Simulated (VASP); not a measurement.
# TaN (P6/mmm) in VASP: settings compared

TaN is run at these levels: PBEsol+D3(BJ), PBEsol; tasks: single point, relaxation of shape and atoms at fixed volume.

Everything below comes from runs of VASP 6.6.1. Logs are shortened: lines on timing, memory, paths and dates and some standing lists are left out, and cuts for length are marked.

### Step 1. The cell of the first run

Symmetry: P6/mmm, No. 191, hexagonal system. Conventional cell: a = 5.197 Å, b = 5.197 Å, c = 2.907 Å, α = 90.00°, β = 90.00°, γ = 120.00°. Within 3.4 Å of Ta (site symmetry 6/mmm) lie 6 N at 2.60 Å and 14 Ta at 2.91 to 3.33 Å. Ta (site symmetry -6m2) has 6 N at 2.09 Å and 5 Ta at 2.91 to 3.00 Å within 3.1 Å. N (site symmetry mmm) has 6 Ta at 2.09 to 2.60 Å and 6 N at 2.60 to 2.91 Å within 3.0 Å.

### Step 2. Single point, PBEsol+D3(BJ), collinear spin (11.34 Å³/atom)

INCAR reads:

```
SYSTEM = TaN
PREC     = Accurate       ! precision mode
ENCUT    = 520            ! plane-wave cutoff, eV
EDIFF    = 1E-6           ! SCF threshold, eV
ISMEAR   = 0              ! smearing method
SIGMA    = 0.05           ! smearing width, eV
LREAL    = .FALSE.        ! projectors in reciprocal space
LASPH    = .TRUE.         ! aspherical terms in the spheres
NELM     = 150            ! most SCF steps
ALGO     = Normal         ! electronic algorithm
ISIF     = 2              ! what is computed and relaxed
LWAVE    = .FALSE.        ! write WAVECAR
LCHARG   = .FALSE.        ! write CHGCAR
ISPIN    = 2              ! spin polarisation
MAGMOM   = 0.05 -0.05 -0.05 0 0 0 ! initial moments
LORBIT   = 11             ! projections on sites
LMAXMIX  = 4              ! l up to which the mixer works
GGA      = PS             ! functional
IVDW     = 12             ! dispersion correction
NBANDS   = 37             ! bands
```

KPOINTS reads:

```
regular mesh
0
G
  6 6 8
  0 0 0
```

POSCAR reads:

```
TaN
1.0
    5.1973567497      0.0000000000      0.0000000000
   -2.5986783749      4.5010429778      0.0000000000
    0.0000000000      0.0000000000      2.9072959072
Ta N
3 3
Direct
    0.0000000000      0.0000000000      0.0000000000
    0.3333333333      0.6666666667      0.5000000000
    0.6666666667      0.3333333333      0.5000000000
    0.5000000000      0.0000000000      0.0000000000
    0.5000000000      0.5000000000      0.0000000000
    0.0000000000      0.5000000000      0.0000000000
```

Potentials or basis: VASP PAW PBE potentials, release 64 (Ta_pv, N).

Command:

```bash
$ cat potpaw_PBE.64/Ta_pv/POTCAR potpaw_PBE.64/N/POTCAR > POTCAR
$ mpirun -np 1 vasp_std > vasp.out
```

OUTCAR:

```text
SYSTEM = TaN
   PREC = Accurate
   ENCUT = 520
   EDIFF = 1E-6
   ISMEAR = 0
   LREAL = .FALSE.
   LASPH = .TRUE.
   NELM = 150
   ISIF = 2
   ISPIN = 2
   LORBIT = 11
   GGA = PS
   IVDW = 12
 IVDW          = 12

 ion  position               nearest neighbor table
   1  0.000  0.000  0.000-   4 2.60   4 2.60   5 2.60   5 2.60   6 2.60   6 2.60   3 3.33   3 3.33
                             2 3.33   2 3.33   2 3.33   3 3.33   2 3.33   3 3.33   2 3.33   3 3.33
   2  0.333  0.667  0.500-   6 2.09   6 2.09   4 2.09   4 2.09   5 2.09   5 2.09   3 3.00   3 3.00
                             3 3.00   1 3.33   1 3.33   1 3.33   1 3.33   1 3.33   1 3.33
   3  0.667  0.333  0.500-   6 2.09   6 2.09   4 2.09   4 2.09   5 2.09   5 2.09   2 3.00   2 3.00
                             2 3.00   1 3.33   1 3.33   1 3.33   1 3.33   1 3.33   1 3.33
   4  0.500  0.000  0.000-   2 2.09   3 2.09   2 2.09   3 2.09   1 2.60   1 2.60
   5  0.500  0.500  0.000-   2 2.09   3 2.09   2 2.09   3 2.09   1 2.60   1 2.60
   6  0.000  0.500  0.000-   2 2.09   3 2.09   2 2.09   3 2.09   1 2.60   1 2.60

  LATTYP: Found a hexagonal cell.
 ALAT       =     5.1973567497
 C/A-ratio  =     0.5593797092

  Lattice vectors:

 A1 = (   5.1973567497,   0.0000000000,   0.0000000000)
 A2 = (  -2.5986783749,   4.5010429778,   0.0000000000)
 A3 = (   0.0000000000,   0.0000000000,   2.9072959072)

Analysis of symmetry for initial positions (statically):
=====================================================================
 Subroutine PRICEL returns:
 Original cell was already a primitive cell.

 Routine SETGRP: Setting up the symmetry group for a
 hexagonal supercell.

 Subroutine GETGRP returns: Found 24 space group operations
 (whereof 24 operations were pure point group operations)
 out of a pool of 24 trial point group operations.

The static configuration has the point symmetry D_6h.

Analysis of symmetry for dynamics (positions and initial velocities):
=====================================================================
 Subroutine PRICEL returns:
 Original cell was already a primitive cell.

 Routine SETGRP: Setting up the symmetry group for a
 hexagonal supercell.

 Subroutine GETGRP returns: Found 24 space group operations
 (whereof 24 operations were pure point group operations)
 out of a pool of 24 trial point group operations.

The dynamic configuration has the point symmetry D_6h.

Analysis of structural, dynamic, and magnetic symmetry:
=====================================================================
 Subroutine PRICEL returns:
 Original cell was already a primitive cell.

 Routine SETGRP: Setting up the symmetry group for a
 hexagonal supercell.

 Subroutine GETGRP returns: Found 24 space group operations
 (whereof 24 operations were pure point group operations)
[... 155 lines left out ...]
  ext. energy  EPLUGINS =         0.00000000
  ---------------------------------------------------
  free energy    TOTEN  =       -68.70772732 eV

  energy without entropy =      -68.70492956  energy(sigma->0) =      -68.70632844

 E-fermi :   8.0287     XC(G=0): -13.1825

 val. band max:        8.0278022227   @ k =   0.1667   0.0000   0.3750
 cond. band min:       8.0296171116   @ k =   0.1667   0.0000   0.2500
 fundamental gap:      0.0018148889
 Fermi energy:         8.0286693957

 spin component 1

 k-point     1 :       0.0000    0.0000    0.0000
  band No.  band energies     occupation
      1     -28.1291      1.00000
      2     -28.1291      1.00000
      3     -27.7411      1.00000
      4     -27.7411      1.00000
      5     -27.5242      1.00000
      6     -27.4095      1.00000
[... 925 lines left out ...]
     35      13.8439      0.00000
     36      14.6913      0.00000

 [... further k-points ...]

 spin component 2

 k-point     1 :       0.0000    0.0000    0.0000
  band No.  band energies     occupation
      1     -28.1286      1.00000
      2     -28.1286      1.00000
      3     -27.7409      1.00000
      4     -27.7409      1.00000
      5     -27.5237      1.00000
      6     -27.4098      1.00000
[... 925 lines left out ...]
     35      13.8441      0.00000
     36      14.6915      0.00000

 [... further k-points ...]

 [bands above 36 left out]

------------------------ aborting loop because EDIFF is reached ----------------------------------------

 Edisp (eV)   -2.61841

 E8    (eV) :    -1.8181

  FORCE on cell =-STRESS in cart. coord.  units (eV):
  Direction    XX          YY          ZZ          XY          YZ          ZX
  --------------------------------------------------------------------------------------
  -------------------------------------------------------------------------------------
  Total      -2.15926    -2.15926    -2.06376     0.00000    -0.00000    -0.00000
  in kB     -50.86628   -50.86628   -48.61655     0.00000    -0.00000    -0.00000
  external pressure =      -50.12 kB  Pullay stress =        0.00 kB

 VOLUME and BASIS-vectors are now :
 -----------------------------------------------------------------------------
  energy-cutoff  :      520.00
  volume of cell :       68.01
      direct lattice vectors                 reciprocal lattice vectors
     5.197356750  0.000000000  0.000000000     0.192405495  0.111085365  0.000000000
    -2.598678375  4.501042978  0.000000000     0.000000000  0.222170729  0.000000000
     0.000000000  0.000000000  2.907295907     0.000000000  0.000000000  0.343962236

 POSITION                                       TOTAL-FORCE (eV/Angst)
 -----------------------------------------------------------------------------------
      0.00000      0.00000      0.00000         0.000000      0.000000      0.000000
     -0.00000      3.00070      1.45365         0.000000      0.000000      0.000000
      2.59868      1.50035      1.45365        -0.000000     -0.000000      0.000000
      2.59868      0.00000      0.00000         0.000000      0.000000      0.000000
      1.29934      2.25052      0.00000        -0.000000      0.000000      0.000000
     -1.29934      2.25052      0.00000        -0.000000      0.000000      0.000000
 -----------------------------------------------------------------------------------
    total drift:                               -0.000000      0.000000     -0.000000

  FREE ENERGIE OF THE ION-ELECTRON SYSTEM (eV)
  ---------------------------------------------------
  free  energy   TOTEN  =       -71.3261379691 eV

  energy  without entropy=      -71.3233402148  energy(sigma->0) =      -71.32473909

 total charge

# of ion       s       p       d       tot
------------------------------------------
    1        0.269   6.113   2.254   8.636
    2        0.323   6.312   2.429   9.064
    3        0.323   6.312   2.429   9.064
    4        1.244   2.545   0.000   3.789
    5        1.244   2.545   0.000   3.789
    6        1.244   2.545   0.000   3.789
--------------------------------------------------
tot          4.645  26.373   7.112  38.130

 magnetization (x)

# of ion       s       p       d       tot
------------------------------------------
    1       -0.000  -0.000  -0.000  -0.000
    2       -0.000   0.000   0.000   0.000
    3       -0.000   0.000   0.000   0.000
    4       -0.000  -0.000   0.000  -0.000
    5       -0.000  -0.000   0.000  -0.000
    6       -0.000  -0.000   0.000  -0.000
--------------------------------------------------
tot         -0.000  -0.000  -0.000  -0.000
```

OSZICAR:

```text
N       E                     dE             d eps       ncg     rms          rms(c)
DAV:   1     0.444733770859E+03    0.44473E+03   -0.25020E+04  5180   0.135E+03
DAV:   2    -0.483821139201E+02   -0.49312E+03   -0.46536E+03  5845   0.415E+02
DAV:   3    -0.782502608182E+02   -0.29868E+02   -0.29208E+02  6208   0.996E+01
DAV:   4    -0.787288256480E+02   -0.47856E+00   -0.47428E+00  6325   0.126E+01
DAV:   5    -0.787345826489E+02   -0.57570E-02   -0.57546E-02  6160   0.125E+00    0.467E+01
DAV:   6    -0.693920054093E+02    0.93426E+01   -0.29751E+01  6226   0.330E+01    0.191E+01
DAV:   7    -0.689406046546E+02    0.45140E+00   -0.25493E+00  6090   0.128E+01    0.123E+01
DAV:   8    -0.687466776907E+02    0.19393E+00   -0.50539E-01  5911   0.464E+00    0.395E+00
DAV:   9    -0.687101295475E+02    0.36548E-01   -0.70994E-02  6165   0.264E+00    0.646E-01
DAV:  10    -0.687079072806E+02    0.22223E-02   -0.12068E-02  5776   0.628E-01    0.414E-01
DAV:  11    -0.687077359072E+02    0.17137E-03   -0.63970E-04  6340   0.182E-01    0.603E-02
DAV:  12    -0.687077279094E+02    0.79978E-05   -0.38914E-05  6298   0.472E-02    0.238E-02
DAV:  13    -0.687077273176E+02    0.59178E-06   -0.37502E-06  5416   0.149E-02
   1 F= -.71326138E+02 E0= -.71324739E+02  d E =-.279775E-02  mag=    -0.0000
```

stdout:

```text
POSCAR found type information on POSCAR TaN
 POSCAR found :  2 types and       6 ions
 scaLAPACK will be used
 -----------------------------------------------------------------------------
|                                                                             |
|                                                                             |
|     You enforced a specific xc type in the INCAR file but a different       |
|     I HOPE YOU KNOW WHAT YOU ARE DOING!                                     |
|                                                                             |
 -----------------------------------------------------------------------------

 LDA part: xc-table for (Slater+PW92), standard interpolation
 POSCAR, INCAR and KPOINTS ok, starting setup
 FFT: planning ... GRIDC
 FFT: planning ... GRID_SOFT
 FFT: planning ... GRID
 WAVECAR not read
 entering main loop
```

Run time: 3.2 min. Hardware: 1 thread of AMD EPYC 7R13 (Zen 3), shared host; peak memory 0.27 GiB.

Results:

```
Free energy                                           : -71.3261 eV
Pressure                                              : -5.0 GPa
Band gap on the k mesh                                : zero (filled and empty bands overlap)
Net moment                                            : 0.00 μB per cell
Valence electrons inside the program's atomic spheres : Ta 8.64, 9.06 (each value once); N 3.79
Dispersion energy per atom                            : -0.436 eV
```

Stress tensor (GPa, compression positive):
```
-5.09  0.00  0.00
 0.00 -5.09  0.00
 0.00  0.00 -4.86
```

Levels at points of the mesh, in eV from the Fermi level:
Spin up:
| k point | band 22 | band 23 | band 24 | band 25 | band 26 | band 27 |
| --- | --- | --- | --- | --- | --- | --- |
| (0.00, 0.00, 0.00) | -2.51 | -2.11 | -1.29 | -1.29 | 0.79 | 0.79 |
| (0.50, 0.00, 0.00) | -2.93 | -1.73 | -0.73 | 1.29 | 1.79 | 1.83 |
| (0.00, 0.00, 0.50) | -3.12 | -1.93 | 0.85 | 0.85 | 1.49 | 1.71 |
| (0.50, 0.00, 0.50) | -3.13 | -2.16 | -1.23 | 1.02 | 1.34 | 3.07 |
Spin down:
| k point | band 22 | band 23 | band 24 | band 25 | band 26 | band 27 |
| --- | --- | --- | --- | --- | --- | --- |
| (0.00, 0.00, 0.00) | -2.51 | -2.11 | -1.29 | -1.29 | 0.79 | 0.79 |
| (0.50, 0.00, 0.00) | -2.93 | -1.73 | -0.73 | 1.29 | 1.79 | 1.83 |
| (0.00, 0.00, 0.50) | -3.12 | -1.93 | 0.85 | 0.85 | 1.49 | 1.71 |
| (0.50, 0.00, 0.50) | -3.13 | -2.16 | -1.23 | 1.02 | 1.34 | 3.07 |

Caveat: the cell stands under tension; the PAW data sets were made with another functional, which shifts forces and pressure a little; spin-orbit coupling is left out, which moves the levels of the heavy elements.

### Step 3. Single point, PBEsol, collinear spin (11.35 Å³/atom)

INCAR reads:

```
SYSTEM = TaN
  PREC = Accurate
  ENCUT = 520
  EDIFF = 1E-6
  ISMEAR = 0
  SIGMA = 0.05
  LREAL = .FALSE.
  LASPH = .TRUE.
  NELM = 150
  ALGO = Normal
  ISIF = 2
  LWAVE = .FALSE.
  LCHARG = .FALSE.
  ISPIN = 2
  MAGMOM = 0.05 -0.05 -0.05 0 0 0
  LORBIT = 11
  LMAXMIX = 4
  GGA = PS
  NBANDS = 37
```

KPOINTS is that of step 2.

Edit POSCAR of step 2 so:

```diff
@@ -2,5 +2,5 @@
 1.0
-    5.1973567497      0.0000000000      0.0000000000
-   -2.5986783749      4.5010429778      0.0000000000
-    0.0000000000      0.0000000000      2.9072959072
+    5.1998564177      0.0000000000      0.0000000000
+   -2.5999282089      4.5032077538      0.0000000000
+    0.0000000000      0.0000000000      2.9074273799
 Ta N
```

Potentials or basis: VASP PAW PBE potentials, release 64 (Ta_pv, N).

Command:

```bash
$ cat potpaw_PBE.64/Ta_pv/POTCAR potpaw_PBE.64/N/POTCAR > POTCAR
$ mpirun -np 1 vasp_std > vasp.out
```

Wall time 2.8 min (1 thread of AMD EPYC 7R13 (Zen 3), shared host); peak memory 0.27 GiB.

It converged, with:

* Free energy: -68.7082 eV
* Pressure: 0.9 GPa
* Band gap on the k mesh: zero (filled and empty bands overlap)
* Net moment: 0.00 μB per cell
* Valence electrons inside the program's atomic spheres: Ta 8.63, 9.06 (each value once); N 3.79

Stress tensor (GPa, compression positive):
```
0.84 0.00 0.00
0.00 0.84 0.00
0.00 0.00 1.07
```

Levels at points of the mesh, in eV from the Fermi level:
Spin up:
```
           k point  band 22  band 23  band 24  band 25  band 26  band 27
(0.00, 0.00, 0.00)    -2.51    -2.11    -1.29    -1.29     0.80     0.80
(0.50, 0.00, 0.00)    -2.93    -1.73    -0.73     1.29     1.79     1.83
(0.00, 0.00, 0.50)    -3.12    -1.93     0.85     0.85     1.49     1.70
(0.50, 0.00, 0.50)    -3.12    -2.16    -1.23     1.02     1.33     3.06
```
Spin down:
| k point | band 22 | band 23 | band 24 | band 25 | band 26 | band 27 |
| --- | --- | --- | --- | --- | --- | --- |
| (0.00, 0.00, 0.00) | -2.51 | -2.11 | -1.29 | -1.29 | 0.80 | 0.80 |
| (0.50, 0.00, 0.00) | -2.93 | -1.73 | -0.73 | 1.29 | 1.79 | 1.83 |
| (0.00, 0.00, 0.50) | -3.12 | -1.93 | 0.85 | 0.85 | 1.49 | 1.70 |
| (0.50, 0.00, 0.50) | -3.12 | -2.16 | -1.23 | 1.02 | 1.33 | 3.06 |

Caveat: the PAW data sets were made with another functional, which shifts forces and pressure a little; spin-orbit coupling is left out, which moves the levels of the heavy elements.

### Step 4. Single point, PBEsol, collinear spin (11.41 Å³/atom)

This run uses another cell than the first one, of 11.41 Å³/atom.

INCAR reads:

```
SYSTEM = TaN
ALGO = Normal
EDIFF = 1E-7
ENCUT = 520
GGA = PS
ISIF = 2
ISMEAR = 0
ISPIN = 2
LASPH = .True.
LCHARG = .True.
LELF = .True.
LMAXMIX = 4
LORBIT = 11
LREAL = .False.
LVHAR = .True.
LWAVE = .False.
MAGMOM = 0.05 -0.05 -0.05 0 0 0
NBANDS = 37
NELM = 150
PREC = Accurate
SIGMA = 0.05
```

KPOINTS reads:

```
k-points
0
Gamma
  6 6 8
  0 0 0
```

Edit POSCAR of step 3 so:

```diff
@@ -2,5 +2,5 @@
 1.0
-    5.1998564177      0.0000000000      0.0000000000
-   -2.5999282089      4.5032077538      0.0000000000
-    0.0000000000      0.0000000000      2.9074273799
+    5.2123922831      0.0000000000      0.0000000000
+   -2.6061961416      4.5140641317      0.0000000000
+    0.0000000000      0.0000000000      2.9094422002
 Ta N
```

Command:

```bash
$ cat potpaw_PBE.64/Ta_pv/POTCAR potpaw_PBE.64/N/POTCAR > POTCAR
$ mpirun -np 1 vasp_std > vasp.out
```

It took 2.8 min on 1 thread of AMD EPYC 7R13 (Zen 3), shared host; peak memory 0.27 GiB.

Results (log left out):

| Quantity | Value |
| --- | --- |
| Free energy | -68.7087 eV |
| Pressure | -0.7 GPa |
| Band gap on the k mesh | zero (filled and empty bands overlap) |
| Net moment | 0.00 μB per cell |
| Valence electrons inside the program's atomic spheres | Ta 8.63, 9.05 (each value once); N 3.78 |

Stress tensor (GPa, compression positive):
```
-0.81  0.00  0.00
 0.00 -0.81  0.00
 0.00  0.00 -0.61
```

Levels at points of the mesh, in eV from the Fermi level:
Spin up:
| k point | band 21 | band 22 | band 23 | band 24 | band 25 | band 26 | band 27 | band 28 |
| --- | --- | --- | --- | --- | --- | --- | --- | --- |
| (0.00, 0.00, 0.00) | -3.03 | -2.50 | -2.11 | -1.29 | -1.29 | 0.80 | 0.80 | 1.13 |
| (0.50, 0.00, 0.00) | -3.41 | -2.94 | -1.73 | -0.74 | 1.27 | 1.78 | 1.82 | 2.26 |
| (0.00, 0.00, 0.50) | -3.12 | -3.12 | -1.92 | 0.84 | 0.84 | 1.50 | 1.67 | 2.46 |
| (0.50, 0.00, 0.50) | -3.39 | -3.10 | -2.15 | -1.23 | 1.01 | 1.32 | 3.05 | 3.36 |
Spin down:
```tsv
k point	band 21	band 22	band 23	band 24	band 25	band 26	band 27	band 28
(0.00, 0.00, 0.00)	-3.03	-2.50	-2.11	-1.29	-1.29	0.80	0.80	1.13
(0.50, 0.00, 0.00)	-3.41	-2.94	-1.73	-0.74	1.27	1.78	1.82	2.26
(0.00, 0.00, 0.50)	-3.12	-3.12	-1.92	0.84	0.84	1.50	1.67	2.46
(0.50, 0.00, 0.50)	-3.39	-3.10	-2.15	-1.23	1.01	1.32	3.05	3.36
```

Caveat: the PAW data sets were made with another functional, which shifts forces and pressure a little; spin-orbit coupling is left out, which moves the levels of the heavy elements.

(Continued in part 2 of 2.)
